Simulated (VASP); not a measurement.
# Na33Cl32 (a cell with a defect) in VASP: single point with PBEsol

Aim: the single point of Na33Cl32 (a cell with a defect) with PBEsol.

All numbers are computed with VASP 6.6.1; they aren't measurements. Logs are shortened: lines on timing, memory, paths and dates and some standing lists are left out, and cuts for length are marked.

## Step 1: The cell of the first run

The cell holds a defect, 65 atoms: a = 11.200 Å, b = 11.200 Å, c = 11.200 Å, α = 90.00°, β = 90.00°, γ = 90.00°.

## Step 2: Single point, PBEsol

The input, INCAR:

```
SYSTEM = Na33Cl32
PREC = Accurate
ENCUT = 400
EDIFF = 1E-6
ISMEAR = -1
SIGMA = 0.05
LREAL = Auto
LASPH = .TRUE.
NELM = 120
ALGO = Normal
ISIF = 2
LWAVE = .FALSE.
LCHARG = .TRUE.
GGA = PS
LELF = .TRUE.
LVHAR = .TRUE.
NBANDS = 266
NELECT = 454.0
ISYM = -1
GGA_COMPAT = .FALSE.
```

The input, KPOINTS:

```
explicit points
1
Reciprocal
  0.25000000   0.25000000   0.25000000 1
```

The input, POSCAR:

```
Na33Cl32
1.0
   11.2000000000      0.0000000000      0.0000000000
    0.0000000000     11.2000000000      0.0000000000
    0.0000000000      0.0000000000     11.2000000000
Cl Na
32 33
Direct
    0.2507290000      0.0025610000      0.9988460000
    0.2480870000      0.9975350000      0.4993140000
    0.2544860000      0.4999850000      0.9999480000
    0.2266640000      0.5136950000      0.4978060000
    0.7496530000      0.9964580000      0.0013730000
    0.7524920000      0.0016260000      0.5008900000
    0.7458150000      0.4989730000      0.0002670000
    0.7735520000      0.4859350000      0.5025040000
    0.0032150000      0.2501600000      0.9987530000
    0.9981290000      0.2473970000      0.4991960000
    0.9970750000      0.7490980000      0.0012880000
    0.0021610000      0.7518250000      0.5008040000
    0.5006370000      0.2540470000      0.9999880000
    0.5141470000      0.2261830000      0.4977760000
    0.4996100000      0.7453760000      0.0003490000
    0.4866020000      0.7731380000      0.5026340000
    0.9993590000      0.9986930000      0.2500620000
    0.0010660000      0.0004270000      0.7503470000
    0.9999920000      0.4991220000      0.2469860000
    0.0004880000      0.4999630000      0.7530740000
    0.4997280000      0.9992620000      0.2471350000
    0.5006330000      0.9996910000      0.7532320000
    0.4968650000      0.4961200000      0.2776030000
    0.5035490000      0.5027410000      0.7224510000
    0.2539110000      0.2533360000      0.2541750000
    0.2590250000      0.2584440000      0.7377360000
    0.2482890000      0.7503520000      0.2483510000
    0.2494450000      0.7516490000      0.7521010000
    0.7509300000      0.2477470000      0.2483180000
    0.7522060000      0.2488740000      0.7520590000
    0.7414830000      0.7409700000      0.2621970000
    0.7465120000      0.7459420000      0.7461410000
    0.0001750000      0.9996080000      0.0001940000
    0.0002240000      0.9995400000      0.5001760000
    0.0001530000      0.4996450000      0.0000070000
    0.0001210000      0.4996030000      0.5000110000
    0.5002050000      0.9996910000      0.0001640000
    0.5002820000      0.9996660000      0.5001950000
    0.5001350000      0.4997040000      0.9999700000
    0.4199500000      0.4193930000      0.5194110000
    0.2511760000      0.2505310000      0.9983500000
    0.2313620000      0.2307570000      0.4951280000
    0.2473490000      0.7522760000      0.0002090000
    0.2436760000      0.7562430000      0.5002340000
    0.7528890000      0.2467610000      0.0001830000
    0.7567850000      0.2430850000      0.5001890000
    0.7490880000      0.7484620000      0.0018220000
    0.7687240000      0.7682150000      0.5050940000
    0.2492950000      0.9998620000      0.2478880000
    0.2506770000      0.0014460000      0.7501190000
    0.2444470000      0.5032600000      0.2468190000
    0.2436380000      0.5070990000      0.7545450000
    0.7497120000      0.9978530000      0.2501280000
    0.7511250000      0.9993260000      0.7523260000
    0.7568590000      0.4923030000      0.2456680000
    0.7559840000      0.4960000000      0.7533610000
    0.0004550000      0.2486470000      0.2477740000
    0.0020400000      0.2500180000      0.7500050000
    0.9983890000      0.7491050000      0.2500410000
    0.9998760000      0.7504480000      0.7522080000
    0.5038470000      0.2437430000      0.2468030000
    0.5076620000      0.2428270000      0.7546060000
    0.4928290000      0.7561310000      0.2457460000
    0.4966060000      0.7552040000      0.7534530000
    0.5797770000      0.5793360000      0.4807190000
```

Potentials or basis: VASP PAW PBE potentials, release 64 (Cl, Na_pv).

The run is started by

```
$ cat potpaw_PBE.64/Cl/POTCAR potpaw_PBE.64/Na_pv/POTCAR > POTCAR
$ mpirun -np 1 vasp_std > vasp.out
```

OUTCAR:

```text
SYSTEM = Na33Cl32
   PREC = Accurate
   ENCUT = 400
   EDIFF = 1E-6
   ISMEAR = -1
   LREAL = Auto
   LASPH = .TRUE.
   NELM = 120
   ISIF = 2
   GGA = PS
   NELECT = 454.0
   ISYM = -1

 ion  position               nearest neighbor table
   1  0.251  0.003  0.999-
   2  0.248  0.998  0.499-  42 2.62  44 2.70
   3  0.254  0.500  1.000-
   4  0.227  0.514  0.498-  40 2.42  36 2.54  44 2.72
   5  0.750  0.996  0.001-
   6  0.752  0.002  0.501-  48 2.62  46 2.70
   7  0.746  0.499  0.000-
   8  0.774  0.486  0.503-  65 2.42  36 2.54  46 2.73
   9  0.003  0.250  0.999-
  10  0.998  0.247  0.499-  42 2.62  46 2.70
  11  0.997  0.749  0.001-
  12  0.002  0.752  0.501-  48 2.62  44 2.71
  13  0.501  0.254  1.000-
  14  0.514  0.226  0.498-  40 2.42  38 2.54  46 2.72
  15  0.500  0.745  0.000-
  16  0.487  0.773  0.503-  65 2.42  38 2.54  44 2.73
  17  0.999  0.999  0.250-
  18  0.001  0.000  0.750-
  19  1.000  0.499  0.247-  55 2.72
  20  0.000  0.500  0.753-  52 2.72
  21  0.500  0.999  0.247-  63 2.72
  22  0.501  1.000  0.753-  62 2.72
  23  0.497  0.496  0.278-  65 2.63
  24  0.504  0.503  0.722-  40 2.63
  25  0.254  0.253  0.254-  42 2.72
  26  0.259  0.258  0.738-
  27  0.248  0.750  0.248-
  28  0.249  0.752  0.752-
  29  0.751  0.248  0.248-
  30  0.752  0.249  0.752-
  31  0.741  0.741  0.262-
  32  0.747  0.746  0.746-  48 2.72
  33  0.000  1.000  0.000-
  34  0.000  1.000  0.500-
  35  0.000  0.500  0.000-
  36  0.000  0.500  0.500-   4 2.54   8 2.54
  37  0.500  1.000  0.000-
  38  0.500  1.000  0.500-  16 2.54  14 2.54
  39  0.500  0.500  1.000-
  40  0.420  0.419  0.519-  14 2.42   4 2.42  65 2.57  24 2.63
  41  0.251  0.251  0.998-
  42  0.231  0.231  0.495-   2 2.62  10 2.62  25 2.72
  43  0.247  0.752  0.000-
  44  0.244  0.756  0.500-   2 2.70  12 2.71   4 2.72  16 2.73
  45  0.753  0.247  0.000-
  46  0.757  0.243  0.500-  10 2.70   6 2.70  14 2.72   8 2.73
  47  0.749  0.748  0.002-
  48  0.769  0.768  0.505-   6 2.62  12 2.62  32 2.72
  49  0.249  1.000  0.248-
  50  0.251  0.001  0.750-
  51  0.244  0.503  0.247-
  52  0.244  0.507  0.755-  20 2.72
  53  0.750  0.998  0.250-
  54  0.751  0.999  0.752-
  55  0.757  0.492  0.246-  19 2.72
  56  0.756  0.496  0.753-
  57  0.000  0.249  0.248-
  58  0.002  0.250  0.750-
  59  0.998  0.749  0.250-
  60  1.000  0.750  0.752-
  61  0.504  0.244  0.247-
  62  0.508  0.243  0.755-  22 2.72
  63  0.493  0.756  0.246-  21 2.72
  64  0.497  0.755  0.753-
  65  0.580  0.579  0.481-  16 2.42   8 2.42  40 2.57  23 2.63

IMPORTANT INFORMATION: All symmetrisations will be switched off!
NOSYMM: (Re-)initialisation of all symmetry stuff for point group C_1.

----------------------------------------------------------------------------------------

                                     Primitive cell

  volume of cell :    1404.9280

  direct lattice vectors                    reciprocal lattice vectors
    11.200000000  0.000000000  0.000000000     0.089285714  0.000000000  0.000000000
     0.000000000 11.200000000  0.000000000     0.000000000  0.089285714  0.000000000
     0.000000000  0.000000000 11.200000000     0.000000000  0.000000000  0.089285714

  length of vectors
    11.200000000 11.200000000 11.200000000     0.089285714  0.089285714  0.089285714

  position of ions in fractional coordinates (direct lattice)
     0.250729000  0.002561000  0.998846000
     0.248087000  0.997535000  0.499314000
     0.254486000  0.499985000  0.999948000
     0.226664000  0.513695000  0.497806000
     0.749653000  0.996458000  0.001373000
     0.752492000  0.001626000  0.500890000
[... 57 lines left out ...]
     0.496606000  0.755204000  0.753453000
     0.579777000  0.579336000  0.480719000

  ion indices of the primitive-cell ions
   primitive index   ion index
                 1           1
                 2           2
                 3           3
                 4           4
                 5           5
                 6           6
[... 57 lines left out ...]
                64          64
                65          65

----------------------------------------------------------------------------------------

 KPOINTS: explicit points

Read explicit list of k-points.

 Found      1 k-points:

 Following reciprocal coordinates:
            Coordinates               Weight
  0.250000  0.250000  0.250000      1.000000
   k-points           NKPTS =      1   k-points in BZ     NKDIM =      1   number of bands    NBANDS=    266
   number of dos      NEDOS =    301   number of ions     NIONS =     65
   total plane-waves  NPLWV = 512000
   dimension x,y,z NGX =    80 NGY =   80 NGZ =   80
   dimension x,y,z NGXF=   160 NGYF=  160 NGZF=  160
   ions per type =              32  33
   NGX,Y,Z   is equivalent  to a cutoff of  11.87, 11.87, 11.87 a.u.
   NGXF,Y,Z  is equivalent  to a cutoff of  23.75, 23.75, 23.75 a.u.
 SYSTEM =  Na33Cl32
   PREC   = accura    normal or accurate (medium, high low for compatibility)
   ISTART =      0    job   : 0-new  1-cont  2-samecut
   ICHARG =      2    charge: 1-file 2-atom 10-const
   ISPIN  =      1    spin polarized calculation?
   LNONCOLLINEAR =      F non collinear calculations
   LSORBIT =      F    spin-orbit coupling
   LASPH  =      T    aspherical Exc in radial PAW
   ENCUT  =  400.0 eV  29.40 Ry    5.42 a.u.  18.26 18.26 18.26*2*pi/ulx,y,z
   NELM   =    120;   NELMIN=  2; NELMDL= -5     # of ELM steps
   EDIFF  = 0.1E-05   stopping-criterion for ELM
   LREAL  =      T    real-space projection
   EDIFFG = 0.1E-04   stopping-criterion for IOM
   NSW    =      0    number of steps for IOM
   IBRION =     -1    ionic relax: 0-MD 1-quasi-New 2-CG
   NFREE  =      0    steps in history (QN), initial steepest desc. (CG)
   ISIF   =      2    stress and relaxation
   ISYM   =     -1    0-nonsym 1-usesym 2-fastsym
   POTIM  = 0.5000    time-step for ionic-motion
   TEBEG  =    0.0;   TEEND  =   0.0 temperature during run
   PSTRESS=    0.0 pullay stress
   NELECT =     454.0000    total number of electrons
   NUPDOWN=      -1.0000    fix difference up-down
   EMIN   =  10.00;   EMAX   =-10.00  energy-range for DOS
   EFERMI =   0.00;   METHOD = LEGACY
   ISMEAR =    -1;   SIGMA  =   0.05  broadening in eV -4-tet -1-fermi 0-gaus
   EFERMI_NEDOS =   21; number of points for ismear=-14 and -15
   IALGO  =     38    algorithm
   IMIX   =      4    mixing-type and parameters
     AMIX     =   0.40;   BMIX     =  1.00
     AMIX_MAG =   1.60;   BMIX_MAG =  1.00
  volume/ion in A,a.u.               =      21.61       145.86
  Fermi-wavevector in a.u.,A,eV,Ry     =   1.123420  2.122956 17.171534  1.262072
  Thomas-Fermi vector in A             =   2.260086
   LORBIT       =      0    0 simple, 1 ext, 2 COOP (PROOUT), +10 PAW based schemes
   GGA     = PS    functional components
   LHFCALC =     F    Hartree Fock is set to
   AEXX    =    0.0000 exact exchange contribution
   IVDW    =     0    specifies the selected vdW correction
   LEPSILON=     F    determine dielectric tensor
   LRPA    =     F    only Hartree local field effects (RPA)
 non-spin polarized calculation
  energy-cutoff  :      400.00
  volume of cell :     1404.93
 maximum number of plane-waves:     25482
 NGX is ok and might be reduce to    80
   NGX = 37   NGY = 37   NGZ = 37

 number of electron     454.0000291 magnetization

 Free energy of the ion-electron system (eV)
  ---------------------------------------------------
  ext. energy  EPLUGINS =         0.00000000
  ---------------------------------------------------
  free energy    TOTEN  =      -227.01851291 eV

  energy without entropy =     -227.01851291  energy(sigma->0) =     -227.01851291

 E-fermi :   0.6401     XC(G=0):  -8.4535

 val. band max:       -0.6009859415   @ k =   0.2500   0.2500   0.2500
 cond. band min:       4.8506849537   @ k =   0.2500   0.2500   0.2500
 fundamental gap:      5.4516708952
 Fermi energy:         0.6400590801

 k-point     1 :       0.2500    0.2500    0.2500
  band No.  band energies     occupation
      1     -22.2709      2.00000
      2     -22.0391      2.00000
      3     -22.0336      2.00000
      4     -22.0129      2.00000
      5     -22.0034      2.00000
      6     -21.9899      2.00000
[... 231 lines left out ...]
    238       6.9004      0.00000
    239       6.9136      0.00000
 [bands above 239 left out]

------------------------ aborting loop because EDIFF is reached ----------------------------------------

  FORCE on cell =-STRESS in cart. coord.  units (eV):
  Direction    XX          YY          ZZ          XY          YZ          ZX
  --------------------------------------------------------------------------------------
  -------------------------------------------------------------------------------------
  Total        3.3421576      3.3774663     -6.7884726     -1.1898435      0.3755298      0.3729419
  in kB        3.8113905      3.8516564     -7.7415618     -1.3568954      0.4282536      0.4253023
  external PRESSURE =      -0.0261717 kB  Pullay stress =       0.0000000 kB

 VOLUME and BASIS-vectors are now :
 -----------------------------------------------------------------------------
  energy-cutoff  :      400.00
  volume of cell :     1404.93
      direct lattice vectors                 reciprocal lattice vectors
    11.200000000  0.000000000  0.000000000     0.089285714  0.000000000  0.000000000
     0.000000000 11.200000000  0.000000000     0.000000000  0.089285714  0.000000000
     0.000000000  0.000000000 11.200000000     0.000000000  0.000000000  0.089285714

 POSITION                                       TOTAL-FORCE (eV/Angst)
 -----------------------------------------------------------------------------------
      2.80816      0.02868     11.18708         0.001013      0.004381      0.001122
      2.77857     11.17239      5.59232         0.001223     -0.010907      0.002031
      2.85024      5.59983     11.19942         0.000292      0.005610     -0.003260
      2.53864      5.75338      5.57543        -0.007256     -0.005068     -0.011805
      8.39611     11.16033      0.01538        -0.001781      0.000999      0.001104
      8.42791      0.01821      5.60997        -0.003878      0.012183      0.000245
[... 57 lines left out ...]
      5.56199      8.45828      8.43867         0.003395      0.002775     -0.002765
      6.49350      6.48856      5.38405        -0.001123     -0.006708     -0.018062
 -----------------------------------------------------------------------------------
    total drift:                               -0.001235      0.003351     -0.000577

  FREE ENERGIE OF THE ION-ELECTRON SYSTEM (eV)
  ---------------------------------------------------
  free  energy   TOTEN  =      -227.0185129072 eV

  energy  without entropy=     -227.0185129071  energy(sigma->0) =     -227.01851291
```

It took 7.6 min on 1 thread of Intel Xeon 6975P-C (Granite Rapids), shared host; peak memory 0.99 GiB.

What came out:

* Free energy: -227.0185 eV
* Largest force: 0.025 eV/Å

Forces in eV/Å, atoms in the order of the input:
```
Cl   0.001  0.004  0.001
Cl   0.001 -0.011  0.002
Cl   0.000  0.006 -0.003
Cl  -0.007 -0.005 -0.012
Cl  -0.002  0.001  0.001
Cl  -0.004  0.012  0.000
Cl  -0.001 -0.001  0.002
Cl   0.009  0.004  0.009
Cl   0.002  0.000  0.001
Cl  -0.012  0.003  0.003
Cl  -0.001 -0.003  0.001
Cl   0.012 -0.003  0.001
Cl   0.003 -0.003 -0.004
Cl  -0.001 -0.015 -0.012
Cl  -0.003 -0.004  0.002
Cl   0.002  0.008  0.009
Cl  -0.003 -0.001 -0.001
Cl   0.004  0.004 -0.003
Cl  -0.002  0.000  0.000
Cl   0.000  0.002  0.000
Cl   0.000  0.001 -0.001
Cl   0.001  0.004 -0.001
Cl  -0.008 -0.003 -0.015
Cl   0.004  0.009  0.015
Cl   0.001  0.001 -0.006
Cl   0.006  0.005  0.003
Cl  -0.003  0.002 -0.001
Cl  -0.002  0.000 -0.002
Cl   0.003 -0.004 -0.001
Cl   0.001 -0.004 -0.001
Cl  -0.007 -0.009 -0.001
Cl  -0.002 -0.003  0.007
Na   0.000 -0.001 -0.001
Na   0.000  0.000  0.000
Na   0.000 -0.001  0.001
Na   0.001  0.000  0.000
Na   0.000 -0.002  0.000
Na   0.000 -0.001  0.000
Na   0.001 -0.001  0.001
Na   0.001  0.007  0.024
Na   0.000  0.001  0.003
Na   0.006  0.007 -0.005
Na  -0.002  0.003 -0.001
Na   0.002 -0.001 -0.001
Na   0.004 -0.002 -0.001
Na  -0.001  0.002 -0.001
Na   0.001  0.002 -0.002
Na  -0.005 -0.006  0.002
Na  -0.002  0.003  0.001
Na   0.000  0.001 -0.002
Na  -0.001 -0.004  0.004
Na   0.001 -0.001 -0.004
Na   0.000 -0.003  0.003
Na   0.002 -0.003 -0.001
Na  -0.004  0.001  0.005
Na   0.001  0.003 -0.003
Na   0.003 -0.001  0.002
Na   0.002  0.001 -0.001
Na  -0.002  0.000  0.003
Na  -0.003  0.003  0.000
Na  -0.004  0.001  0.004
Na  -0.001  0.004 -0.005
Na   0.001 -0.001  0.004
Na   0.003  0.003 -0.003
Na  -0.001 -0.007 -0.018
```

Caveat: the cell carries a net charge on a neutralising background, which shifts energy and pressure; the cell is charged against a uniform background, so pressure and absolute levels hang on convention; the PAW data sets were made with another functional, which shifts forces and pressure a little.
